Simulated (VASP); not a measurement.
Input of a VASP 6.6.1 run:

Contents of INCAR:

```
SYSTEM = K3Cd
PREC = Accurate
ENCUT = 520
EDIFF = 1E-6
ISMEAR = -1
SIGMA = 0.05
LREAL = .False.
LASPH = .True.
NELM = 60
ALGO = Normal
ISIF = 2
LWAVE = .False.
LCHARG = .False.
GGA = PS
NBANDS = 28
```

The input KPOINTS:

```
regular mesh
0
Gamma
  4 4 4
  0 0 0
```

Contents of POSCAR:

```
K3Cd
1.0
    5.9529040000      0.0000000000      0.0000000000
    0.0000000000      5.9529040000      0.0000000000
    0.0000000000      0.0000000000      5.9529040000
K Cd
3 1
Direct
    0.0000000000      0.5000000000      0.5000000000
    0.5000000000      0.0000000000      0.5000000000
    0.5000000000      0.5000000000      0.0000000000
    0.0000000000      0.0000000000      0.0000000000
```

Potentials or basis: VASP PAW PBE potentials, release 64 (K_sv, Cd).

The run is started by

```bash
$ cat potpaw_PBE.64/K_sv/POTCAR potpaw_PBE.64/Cd/POTCAR > POTCAR
$ mpirun -np 1 vasp_std > vasp.out
```

(1) Estimate the pressure.

Answers

(1) -0.4 GPa.

Caveat: the PAW data sets were made with another functional, which shifts forces and pressure a little.
